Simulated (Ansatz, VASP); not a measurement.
InSe in VASP and in Ansatz

Contents of INCAR:

```
  PREC = Accurate
  ENCUT = 520
  EDIFF = 1E-6
  ISMEAR = 0
  SIGMA = 0.02
  LREAL = False
  LASPH = True
  NELM = 80
  ALGO = Normal
  ISIF = 2
  LWAVE = False
  LCHARG = False
  LDIPOL = True
  IDIPOL = 3
  DIPOL = 0.5 0.5 0.500
  GGA = PE
  IVDW = 12
  NBANDS = 27
```

File KPOINTS:

```
regular mesh
0
Gamma
  9 9 1
```

POSCAR

```
InSe
1.0
    3.8920000000      0.0000000000      0.0000000000
   -1.9460000000      3.3705708715      0.0000000000
    0.0000000000      0.0000000000     36.7199571806
Se In
2 2
Direct
    0.0000000000      0.0000000000      0.4234745921
    0.0000000000      0.0000000000      0.5764976464
    0.6666666667      0.3333333333      0.4602840497
    0.6666666667      0.3333333333      0.5396882496
```

Input for Ansatz:

```yaml
crystal:
  lattice:
    - [3.892, 0.0, 0.0]
    - [-1.946, 3.3705708715, 0.0]
    - [0.0, 0.0, 36.7199571806]
  atoms:
    - { symbol: Se, position: [0.0, 0.0, 0.4234745921] }
    - { symbol: In, position: [0.6666666667, 0.3333333333, 0.4602840497] }
    - { symbol: In, position: [0.6666666667, 0.3333333333, 0.5396882496] }
    - { symbol: Se, position: [0.0, 0.0, 0.5764976464] }
  periodic: [true, true, false]
basis:
  ecutwfc: 420
kpoints:
  mp_grid: { grid: [9, 9, 1] }
hamiltonian:
  xc: pbe
  pseudopotentials: { kind: paw, azcp: { folder: soft_1 } }
  dispersion: d3bj
scf:
  occupations: { method: gaussian, width: 0.02 }
output:
  forces: true
  stress: true
  eigenvalues: true
```

Alike in both runs: task single point; functional PBE; dispersion D3(BJ); k mesh 9 × 9 × 1; occupations gaussian, width 0.02 eV; no spin polarisation.

|  | VASP | Ansatz |
| --- | --- | --- |
| version | VASP 6.6.1 | Ansatz 0.2.0 |
| potentials or method | VASP PAW PBE potentials, release 64 (Se, In_d), cutoff 520 eV | scalar-relativistic, plane waves, PAW |
| valence electrons in the cell | 38 | 58 |

Ansatz gave:

```
gap on the k mesh at the Fermi level (eV) : 2.01
least direct gap on the mesh (eV)         : 2.01
rms of the force components (eV/Å)        : 0.277
```

Estimate VASP's values.

gap on the k mesh at the Fermi level (eV): 2.01; least direct gap on the mesh (eV): 2.01; rms of the force components (eV/Å): 0.285.

VASP's potentials hold 38 valence electrons a cell and Ansatz's 58, so a difference there can come from the potentials and not from the codes. Ansatz's warnings: structure snapped to symmetry.
